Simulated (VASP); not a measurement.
Here is a VASP 6.6.1 calculation.

Contents of INCAR:

```
SYSTEM = Si3N4
PREC = Accurate
ENCUT = 520
EDIFF = 1E-6
ISMEAR = -1
SIGMA = 0.02
LREAL = .FALSE.
LASPH = .TRUE.
NELM = 100
ALGO = Normal
ISIF = 2
LWAVE = .FALSE.
LCHARG = .FALSE.
GGA = PE
NBANDS = 45
```

KPOINTS

```
regular mesh
0
G
  4 4 9
  0 0 0
```

Contents of POSCAR:

```
Si3N4
1.0
    7.4615073901      0.0000000000      0.0000000000
   -3.7307536950      6.4618549503      0.0000000000
    0.0000000000      0.0000000000      2.8539261691
Si N
6 8
Direct
    0.1701282774      0.7636963307      0.2500000000
    0.4064319467      0.1701282774      0.7500000000
    0.2363036693      0.4064319467      0.2500000000
    0.8298717226      0.2363036693      0.7500000000
    0.5935680533      0.8298717226      0.2500000000
    0.7636963307      0.5935680533      0.7500000000
    0.3333333333      0.6666666667      0.2500000000
    0.6666666667      0.3333333333      0.7500000000
    0.3287279546      0.0260058755      0.2500000000
    0.3027220791      0.3287279546      0.7500000000
    0.9739941245      0.3027220791      0.2500000000
    0.6712720454      0.9739941245      0.7500000000
    0.6972779209      0.6712720454      0.2500000000
    0.0260058755      0.6972779209      0.7500000000
```

Potentials or basis: VASP PAW PBE potentials, release 64 (Si, N).

Launch:

```bash
$ cat potpaw_PBE.64/Si/POTCAR potpaw_PBE.64/N/POTCAR > POTCAR
$ mpirun -np 1 vasp_std > vasp.out
```

Predict the band gap on the k mesh.

4.55 eV, indirect (least direct gap 4.73 eV).

Estimate the largest force.

0.008 eV/Å.

Estimate the pressure.

21.0 GPa.

Forces in eV/Å, atoms in the order of the input:
```
Si  -0.003  0.007  0.000
Si  -0.008  0.001  0.000
Si  -0.004 -0.006  0.000
Si   0.003 -0.007  0.000
Si   0.008 -0.001  0.000
Si   0.004  0.006  0.000
N    0.000  0.000  0.000
N    0.000  0.000  0.000
N    0.002 -0.001  0.000
N    0.001  0.001  0.000
N    0.000  0.002  0.000
N   -0.002  0.001  0.000
N   -0.001 -0.001  0.000
N    0.000 -0.002  0.000
```

 A k mesh can miss the band edges.
